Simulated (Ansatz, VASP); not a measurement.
**Two plane-wave programs on Au**

```
Au
1.0
     2.90000    0.00000    0.00000
    -1.45000    2.51147    0.00000
     0.00000    0.00000    4.97760
Au
2
Cartesian
  0.0000 1.6743 3.7332
  1.4500 0.8372 1.2444
```

Change from the starting cell: z stretched by +2 %, ions relaxed.

Alike in both runs: functional PBE; k mesh 18 × 18 × 10; occupations fermi-dirac, width 0.05 eV; no spin polarisation.

Ansatz relaxed the structure, and its values are those at the end. VASP's run is a single point on that final structure, the one shown.

```csv
,VASP,Ansatz
version,VASP 6.6.1,Ansatz 0.2.0
potentials or method,"VASP PAW PBE potentials, release 64 (Au)","plane-wave PAW, scalar-relativistic"
plane-wave cutoff (eV),520,420
valence electrons in the cell,22,38
```

|  | VASP | Ansatz | Ansatz less VASP |
| --- | --- | --- | --- |
| pressure (GPa) | -0.8 | -0.6 | +0.22 |

VASP's potentials hold 22 valence electrons a cell and Ansatz's 38, so a difference there can come from the potentials and not from the codes. Ansatz's warnings: stress scf threshold loose.

Neither program's run includes spin-orbit coupling.
